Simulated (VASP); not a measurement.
# Y (P6_3/mmc) in VASP: notebook

Y is run at these levels: revPBE; tasks: single point.

All numbers are computed with VASP 6.6.1; they aren't measurements. Logs are shortened: lines on timing, memory, paths and dates and some standing lists are left out, and cuts for length are marked.

**1. The cell of the first run**

The structure is hexagonal, space group P6_3/mmc (No. 194). Conventional cell: a = 3.781 Å, b = 3.781 Å, c = 5.906 Å, α = 90.00°, β = 90.00°, γ = 120.00°. Within 4.8 Å of Y (site symmetry -6m2) lie 12 Y at 3.67 to 3.78 Å.

**2. Single point, revPBE (36.57 Å³/atom)**

INCAR

```
PREC = Accurate
ENCUT = 520
EDIFF = 1E-6
ISMEAR = -1
SIGMA = 0.1
LREAL = False
LASPH = True
NELM = 80
ALGO = Normal
ISIF = 2
LWAVE = False
LCHARG = True
GGA = RE
LELF = True
LVHAR = True
NBANDS = 18
```

KPOINTS

```
Automatic mesh
0
Gamma
  16 16 9
```

POSCAR

```
Y
1.0
    3.7814563418      0.0000000000      0.0000000000
   -1.8907281709      3.2748372553      0.0000000000
    0.0000000000      0.0000000000      5.9063877110
Y
2
Direct
    0.3333333333      0.6666666667      0.2500000000
    0.6666666667      0.3333333333      0.7500000000
```

Potentials or basis: VASP PAW PBE potentials, release 64 (Y_sv).

Command:

```bash
> cat potpaw_PBE.64/Y_sv/POTCAR > POTCAR
> mpirun -np 1 vasp_std > vasp.out
```

OUTCAR:

```text
PREC = Accurate
   ENCUT = 520
   EDIFF = 1E-6
   ISMEAR = -1
   LREAL = False
   LASPH = True
   NELM = 80
   ISIF = 2
   GGA = RE

 ion  position               nearest neighbor table
   1  0.333  0.667  0.250-   2 3.67   2 3.67   2 3.67   2 3.67   2 3.67   2 3.67
   2  0.667  0.333  0.750-   1 3.67   1 3.67   1 3.67   1 3.67   1 3.67   1 3.67

  LATTYP: Found a hexagonal cell.
 ALAT       =     3.7814563418
 C/A-ratio  =     1.5619346562

  Lattice vectors:

 A1 = (   3.7814563418,   0.0000000000,   0.0000000000)
 A2 = (  -1.8907281709,   3.2748372553,   0.0000000000)
 A3 = (   0.0000000000,   0.0000000000,   5.9063877110)

Analysis of symmetry for initial positions (statically):
=====================================================================
 Subroutine PRICEL returns:
 Original cell was already a primitive cell.

 Routine SETGRP: Setting up the symmetry group for a
 hexagonal supercell.

 Subroutine GETGRP returns: Found 24 space group operations
 (whereof 12 operations were pure point group operations)
 out of a pool of 24 trial point group operations.

The static configuration has the point symmetry D_3d.
 The point group associated with its full space group is D_6h.

Analysis of symmetry for dynamics (positions and initial velocities):
=====================================================================
 Subroutine PRICEL returns:
 Original cell was already a primitive cell.

 Routine SETGRP: Setting up the symmetry group for a
 hexagonal supercell.

 Subroutine GETGRP returns: Found 24 space group operations
 (whereof 12 operations were pure point group operations)
 out of a pool of 24 trial point group operations.

The dynamic configuration has the point symmetry D_3d.
 The point group associated with its full space group is D_6h.

 Subroutine INISYM returns: Found 24 space group operations
 (whereof 12 operations are pure point group operations),
 and found     1 'primitive' translations

----------------------------------------------------------------------------------------

                                     Primitive cell

  volume of cell :      73.1427

  direct lattice vectors                    reciprocal lattice vectors
     3.781456342  0.000000000  0.000000000     0.264448379  0.152679343  0.000000000
    -1.890728171  3.274837255  0.000000000     0.000000000  0.305358686  0.000000000
     0.000000000  0.000000000  5.906387711     0.000000000  0.000000000  0.169308222

  length of vectors
     3.781456342  3.781456342  5.906387711     0.305358686  0.305358686  0.169308222

  position of ions in fractional coordinates (direct lattice)
     0.333333333  0.666666667  0.250000000
     0.666666667  0.333333333  0.750000000

  ion indices of the primitive-cell ions
   primitive index   ion index
                 1           1
                 2           2

----------------------------------------------------------------------------------------

 KPOINTS: Automatic mesh

Automatic generation of k-mesh.
 Grid dimensions read from file:
 generate k-points for:   16   16    9

 Generating k-lattice:

  Cartesian coordinates                     Fractional coordinates (reciprocal lattice)
     0.016528024  0.009542459  0.000000000     0.062500000  0.000000000  0.000000000
     0.000000000  0.019084918  0.000000000     0.000000000  0.062500000  0.000000000
     0.000000000  0.000000000  0.018812025     0.000000000  0.000000000  0.111111111

  Length of vectors
     0.019084918  0.019084918  0.018812025

  Shift w.r.t. Gamma in fractional coordinates (k-lattice)
     0.000000000  0.000000000  0.000000000

 Subroutine IBZKPT returns following result:
 ===========================================

 Found    150 irreducible k-points:

 Following reciprocal coordinates:
            Coordinates               Weight
  0.000000  0.000000  0.000000      1.000000
  0.062500 -0.000000  0.000000      6.000000
  0.125000 -0.000000  0.000000      6.000000
  0.187500  0.000000  0.000000      6.000000
  0.250000 -0.000000  0.000000      6.000000
  0.312500 -0.000000  0.000000      6.000000
[... 16 lines left out ...]
  0.187500  0.187500  0.000000      6.000000
  0.250000  0.187500  0.000000     12.000000
 [... further k-points ...]
   k-points           NKPTS =    150   k-points in BZ     NKDIM =    150   number of bands    NBANDS=     18
   number of dos      NEDOS =    301   number of ions     NIONS =      2
   total plane-waves  NPLWV =  37632
   dimension x,y,z NGX =    28 NGY =   28 NGZ =   48
   dimension x,y,z NGXF=    56 NGYF=   56 NGZF=   96
   ions per type =               2
   NGX,Y,Z   is equivalent  to a cutoff of  12.31, 12.31, 13.51 a.u.
   NGXF,Y,Z  is equivalent  to a cutoff of  24.62, 24.62, 27.02 a.u.
 SYSTEM =  unknown system
   PREC   = accura    normal or accurate (medium, high low for compatibility)
   ISTART =      0    job   : 0-new  1-cont  2-samecut
   ICHARG =      2    charge: 1-file 2-atom 10-const
   ISPIN  =      1    spin polarized calculation?
   LNONCOLLINEAR =      F non collinear calculations
   LSORBIT =      F    spin-orbit coupling
   LASPH  =      T    aspherical Exc in radial PAW
   ENCUT  =  520.0 eV  38.22 Ry    6.18 a.u.   7.03  7.03 10.98*2*pi/ulx,y,z
   NELM   =     80;   NELMIN=  2; NELMDL= -5     # of ELM steps
   EDIFF  = 0.1E-05   stopping-criterion for ELM
   LREAL  =      F    real-space projection
   EDIFFG = 0.1E-04   stopping-criterion for IOM
   NSW    =      0    number of steps for IOM
   IBRION =     -1    ionic relax: 0-MD 1-quasi-New 2-CG
   NFREE  =      0    steps in history (QN), initial steepest desc. (CG)
   ISIF   =      2    stress and relaxation
   ISYM   =      2    0-nonsym 1-usesym 2-fastsym
   POTIM  = 0.5000    time-step for ionic-motion
   TEBEG  =    0.0;   TEEND  =   0.0 temperature during run
   PSTRESS=    0.0 pullay stress
   NELECT =      22.0000    total number of electrons
   NUPDOWN=      -1.0000    fix difference up-down
   EMIN   =  10.00;   EMAX   =-10.00  energy-range for DOS
   EFERMI =   0.00;   METHOD = LEGACY
   ISMEAR =    -1;   SIGMA  =   0.10  broadening in eV -4-tet -1-fermi 0-gaus
   EFERMI_NEDOS =   21; number of points for ismear=-14 and -15
   IALGO  =     38    algorithm
   IMIX   =      4    mixing-type and parameters
     AMIX     =   0.40;   BMIX     =  1.00
     AMIX_MAG =   1.60;   BMIX_MAG =  1.00
  volume/ion in A,a.u.               =      36.57       246.80
  Fermi-wavevector in a.u.,A,eV,Ry     =   1.096879  2.072801 16.369768  1.203144
  Thomas-Fermi vector in A             =   2.233229
   LORBIT       =      0    0 simple, 1 ext, 2 COOP (PROOUT), +10 PAW based schemes
   GGA     = RE    functional components
   LHFCALC =     F    Hartree Fock is set to
   AEXX    =    0.0000 exact exchange contribution
   IVDW    =     0    specifies the selected vdW correction
   LEPSILON=     F    determine dielectric tensor
   LRPA    =     F    only Hartree local field effects (RPA)
 non-spin polarized calculation
  energy-cutoff  :      520.00
  volume of cell :       73.14
 maximum number of plane-waves:      1987
   NGX = 15   NGY = 15   NGZ = 21

 number of electron      22.0000000 magnetization

 Free energy of the ion-electron system (eV)
  ---------------------------------------------------
  ext. energy  EPLUGINS =         0.00000000
  ---------------------------------------------------
  free energy    TOTEN  =       -12.35646537 eV

  energy without entropy =      -12.22449035  energy(sigma->0) =      -12.29047786

 E-fermi :   2.5669     XC(G=0):  -8.9544

 val. band max:        2.5636916577   @ k =   0.3750   0.1875   0.3333
 cond. band min:       2.5672750803   @ k =   0.1875   0.0625   0.0000
 fundamental gap:      0.0035834226
 Fermi energy:         2.5668824440

 k-point     1 :       0.0000    0.0000    0.0000
  band No.  band energies     occupation
      1     -40.4346      2.00000
      2     -40.3887      2.00000
      3     -20.5926      2.00000
      4     -20.2667      2.00000
      5     -20.2667      2.00000
      6     -20.2024      2.00000
[... 10 lines left out ...]
     17       5.1142      0.00000
     18       5.1142      0.00000

 k-point     2 :       0.0625   -0.0000    0.0000
  band No.  band energies     occupation
      1     -40.4334      2.00000
      2     -40.3883      2.00000
      3     -20.5878      2.00000
      4     -20.2761      2.00000
      5     -20.2700      2.00000
      6     -20.2123      2.00000
[... 10 lines left out ...]
     17       5.0139      0.00000
     18       5.0442      0.00000

 k-point     3 :       0.1250   -0.0000    0.0000
  band No.  band energies     occupation
      1     -40.4300      2.00000
      2     -40.3872      2.00000
      3     -20.5739      2.00000
      4     -20.3027      2.00000
      5     -20.2792      2.00000
      6     -20.2402      2.00000
[... 10 lines left out ...]
     17       4.9090      0.00000
     18       5.0097      0.00000

 k-point     4 :       0.1875    0.0000    0.0000
  band No.  band energies     occupation
      1     -40.4248      2.00000
      2     -40.3857      2.00000
      3     -20.5518      2.00000
      4     -20.3428      2.00000
      5     -20.2925      2.00000
      6     -20.2812      2.00000
[... 375 lines left out ...]
      4     -20.4356      2.00000
      5     -20.4093      2.00000
      6     -20.3645      2.00000
[... 10 lines left out ...]
     17       7.0327      0.00000
     18       7.3313      0.00000

 k-point    23 :       0.1875    0.1875    0.0000
  band No.  band energies     occupation
      1     -40.4099      2.00000
      2     -40.3829      2.00000
      3     -20.4832      2.00000
      4     -20.4103      2.00000
      5     -20.4098      2.00000
      6     -20.3147      2.00000
[... 10 lines left out ...]
     17       5.9806      0.00000
     18       6.5416      0.00000

 k-point    24 :       0.2500    0.1875    0.0000
  band No.  band energies     occupation
      1     -40.4038      2.00000
      2     -40.3827      2.00000
      3     -20.4520      2.00000
      4     -20.4483      2.00000
      5     -20.4226      2.00000
      6     -20.3379      2.00000
[... 10 lines left out ...]
     17       6.4312      0.00000
     18       7.0447      0.00000

 [... further k-points ...]
[... 5 lines left out ...]
  --------------------------------------------------------------------------------------
  -------------------------------------------------------------------------------------
  Total       -1.2317833     -1.2317833     -1.2027683      0.0000000      0.0000000      0.0000000
  in kB      -26.9819993    -26.9819993    -26.3464310      0.0000000      0.0000000      0.0000000
  external PRESSURE =     -26.7701432 kB  Pullay stress =       0.0000000 kB

 VOLUME and BASIS-vectors are now :
 -----------------------------------------------------------------------------
  energy-cutoff  :      520.00
  volume of cell :       73.14
      direct lattice vectors                 reciprocal lattice vectors
     3.781456342  0.000000000  0.000000000     0.264448379  0.152679343  0.000000000
    -1.890728171  3.274837255  0.000000000     0.000000000  0.305358686  0.000000000
     0.000000000  0.000000000  5.906387711     0.000000000  0.000000000  0.169308222

 POSITION                                       TOTAL-FORCE (eV/Angst)
 -----------------------------------------------------------------------------------
     -0.00000      2.18322      1.47660         0.000000     -0.000000      0.000000
      1.89073      1.09161      4.42979        -0.000000      0.000000      0.000000
 -----------------------------------------------------------------------------------
    total drift:                                0.000000     -0.000000      0.000000

  FREE ENERGIE OF THE ION-ELECTRON SYSTEM (eV)
  ---------------------------------------------------
  free  energy   TOTEN  =       -12.3564653743 eV

  energy  without entropy=      -12.2244903545  energy(sigma->0) =      -12.29047786
```

Wall time 3.4 min (1 thread of Intel Xeon Platinum 8259CL at 2.50GHz (Skylake/Cascade Lake), shared host); peak memory 0.32 GiB.

Results:

```
Free energy            : -12.3565 eV
Pressure               : -2.7 GPa
Band gap on the k mesh : zero (bands 11 and 12 overlap by 1.27 eV)
```

Caveat: the PAW data sets were made with another functional, which shifts forces and pressure a little.

**3. Single point, revPBE (37.93 Å³/atom)**

This run uses another cell than the first one, of 37.93 Å³/atom.

INCAR

```
SYSTEM = Y
ALGO     = Normal         ! electronic algorithm
EDIFF    = 1E-6           ! SCF threshold, eV
ENCUT    = 520            ! plane-wave cutoff, eV
GGA      = RE             ! functional
ISIF     = 2              ! what is computed and relaxed
ISMEAR   = -1             ! smearing method
LASPH    = .TRUE.         ! aspherical terms in the spheres
LCHARG   = .FALSE.        ! write CHGCAR
LREAL    = .FALSE.        ! projectors in reciprocal space
LWAVE    = .FALSE.        ! write WAVECAR
NBANDS   = 18             ! bands
NELM     = 60             ! most SCF steps
PREC     = Accurate       ! precision mode
SIGMA    = 0.1            ! smearing width, eV
```

KPOINTS

```
k-points
0
G
  16 16 9
  0 0 0
```

POSCAR

```
Y
1.0
    3.8275762084      0.0000000000      0.0000000000
   -1.9137881042      3.3147782314      0.0000000000
    0.0000000000      0.0000000000      5.9784239289
Y
2
Direct
    0.3333333333      0.6666666667      0.2500000000
    0.6666666667      0.3333333333      0.7500000000
```

Potentials or basis: VASP PAW PBE potentials, release 64 (Y_sv).

Command:

```bash
> cat potpaw_PBE.64/Y_sv/POTCAR > POTCAR
> mpirun -np 1 vasp_std > vasp.out
```

Run time: 3.4 min. Hardware: 1 thread of Intel Xeon Platinum 8259CL at 2.50GHz (Skylake/Cascade Lake), shared host; peak memory 0.33 GiB.

It converged, with:

```
Free energy            : -12.3026 eV
Pressure               : -3.7 GPa
Band gap on the k mesh : zero (bands 11 and 12 overlap by 1.24 eV)
```

Stress tensor (GPa, compression positive):
```
-3.71  0.00  0.00
 0.00 -3.71  0.00
 0.00  0.00 -3.62
```

Levels at points of the mesh, in eV from the Fermi level:
```
           k point  band 7  band 8  band 9  band 10  band 11  band 12  band 13  band 14  band 15  band 16
(0.00, 0.00, 0.00)  -22.89  -22.86   -4.43    -1.64     0.53     1.62     1.62     1.90     2.13     2.13
(0.50, 0.00, 0.00)  -22.96  -22.92   -1.61    -0.96    -0.61    -0.28     1.20     1.37     1.82     4.30
```

Caveat: the cell stands under tension; the PAW data sets were made with another functional, which shifts forces and pressure a little.

**4. Single point, revPBE, collinear spin**

This run uses another cell than the first one, of 33.75 Å³/atom.

INCAR

```
  PREC = Accurate
  ENCUT = 520
  EDIFF = 1E-6
  ISMEAR = -1
  SIGMA = 0.05
  LREAL = F
  LASPH = T
  NELM = 150
  ALGO = Normal
  ISIF = 2
  LWAVE = F
  LCHARG = T
  ISPIN = 2
  MAGMOM = 1 1
  LORBIT = 11
  LMAXMIX = 4
  GGA = RE
  LELF = T
  LVHAR = T
  NBANDS = 22
```

KPOINTS

```
regular mesh
0
Gamma
  10 10 6
```

POSCAR

```
Y
1.0
    3.6894649260      0.0000000000      0.0000000000
   -1.8447324630      3.1951703523      0.0000000000
    0.0000000000      0.0000000000      5.7259005741
Y
2
Direct
    0.3333333333      0.6666666667      0.2500000000
    0.6666666667      0.3333333333      0.7500000000
```

Potentials or basis: VASP PAW PBE potentials, release 64 (Y_sv).

Command:

```bash
> cat potpaw_PBE.64/Y_sv/POTCAR > POTCAR
> mpirun -np 1 vasp_std > vasp.out
```

OUTCAR:

```text
PREC = Accurate
   ENCUT = 520
   EDIFF = 1E-6
   ISMEAR = -1
   LREAL = F
   LASPH = T
   NELM = 150
   ISIF = 2
   ISPIN = 2
   LORBIT = 11
   GGA = RE

 ion  position               nearest neighbor table
   1  0.333  0.667  0.250-   2 3.57   2 3.57   2 3.57   2 3.57   2 3.57   2 3.57
   2  0.667  0.333  0.750-   1 3.57   1 3.57   1 3.57   1 3.57   1 3.57   1 3.57

  LATTYP: Found a hexagonal cell.
 ALAT       =     3.6894649260
 C/A-ratio  =     1.5519596172

[... 1422 lines left out ...]
  external PRESSURE =      -1.3392385 kB  Pullay stress =       0.0000000 kB

 VOLUME and BASIS-vectors are now :
 -----------------------------------------------------------------------------
  energy-cutoff  :      520.00
  volume of cell :       67.50
      direct lattice vectors                 reciprocal lattice vectors
     3.689464926  0.000000000  0.000000000     0.271042013  0.156486179  0.000000000
    -1.844732463  3.195170352  0.000000000     0.000000000  0.312972358  0.000000000
     0.000000000  0.000000000  5.725900574     0.000000000  0.000000000  0.174645016

 POSITION                                       TOTAL-FORCE (eV/Angst)
 -----------------------------------------------------------------------------------
     -0.00000      2.13011      1.43148        -0.000000     -0.000000      0.000000
      1.84473      1.06506      4.29443         0.000000      0.000000      0.000000
 -----------------------------------------------------------------------------------
    total drift:                               -0.000000      0.000000     -0.000000

  FREE ENERGIE OF THE ION-ELECTRON SYSTEM (eV)
  ---------------------------------------------------
  free  energy   TOTEN  =       -12.3593097140 eV

  energy  without entropy=      -12.3297221100  energy(sigma->0) =      -12.34451591

 total charge

# of ion       s       p       d       f       tot
--------------------------------------------------
    1        2.272   6.220   0.888   0.006   9.386
    2        2.272   6.220   0.888   0.006   9.386
--------------------------------------------------
tot          4.543  12.440   1.777   0.012  18.772

 magnetization (x)

# of ion       s       p       d       f       tot
--------------------------------------------------
    1       -0.000  -0.000  -0.001  -0.000  -0.002
    2       -0.000  -0.000  -0.001  -0.000  -0.002
--------------------------------------------------
tot         -0.000  -0.001  -0.002  -0.000  -0.003
```

OSZICAR:

```text
N       E                     dE             d eps       ncg     rms          rms(c)
DAV:   1     0.960075470367E+02    0.96008E+02   -0.10779E+04  4936   0.947E+02
DAV:   2    -0.405737308203E+01   -0.10006E+03   -0.97329E+02  6032   0.234E+02
DAV:   3    -0.122079089351E+02   -0.81505E+01   -0.80345E+01  8556   0.392E+01
DAV:   4    -0.124855337167E+02   -0.27762E+00   -0.27719E+00  6222   0.697E+00
[... 20 lines left out ...]
DAV:  25    -0.123578376870E+02    0.14073E-02   -0.90278E-03  5276   0.218E-01    0.469E-01
DAV:  26    -0.123592854088E+02   -0.14477E-02   -0.10359E-02  5198   0.228E-01    0.225E-01
DAV:  27    -0.123593103159E+02   -0.24907E-04   -0.31509E-04  6372   0.569E-02    0.209E-01
DAV:  28    -0.123593097140E+02    0.60186E-06   -0.51318E-06  6080   0.824E-03
   1 F= -.12359310E+02 E0= -.12344516E+02  d E =-.295876E-01  mag=    -0.0309
```

It took 4.6 min on 1 thread of Intel Xeon Platinum 8488C (Sapphire Rapids), shared host; peak memory 0.3 GiB.

Results:

| Item | Value |
| --- | --- |
| Free energy | -12.3593 eV |
| Pressure | -0.1 GPa |
| Band gap on the k mesh | zero (filled and empty bands overlap) |
| Net moment | 0.00 μB per cell |
| Valence electrons inside the program's atomic spheres | Y 9.39 |

Caveat: the PAW data sets were made with another functional, which shifts forces and pressure a little.

**5. Summary**

```csv
spin,cell,k mesh,smearing,gap on the mesh (eV),pressure (GPa)
off,"a = 3.781, b = 3.781, c = 5.906 Å, angles 90.0, 90.0, 120.0°, 2 atoms",16 × 16 × 9,fermi-dirac 0.1 eV,none,-2.7
off,"a = 3.828, b = 3.828, c = 5.978 Å, angles 90.0, 90.0, 120.0°, 2 atoms",16 × 16 × 9,fermi-dirac 0.1 eV,none,-3.7
collinear,"a = 3.689, b = 3.689, c = 5.726 Å, angles 90.0, 90.0, 120.0°, 2 atoms",10 × 10 × 6,fermi-dirac 0.05 eV,none,-0.1
```

Alike in all rows: task single point; level revPBE; potentials or basis VASP PAW PBE potentials, release 64 (Y_sv); cutoff (eV) 520.

Caveats: the PAW data sets were made with another functional, which shifts forces and pressure a little; the cell stands under tension (at least some runs).

Absolute energies hang on the potentials; compare differences alone.
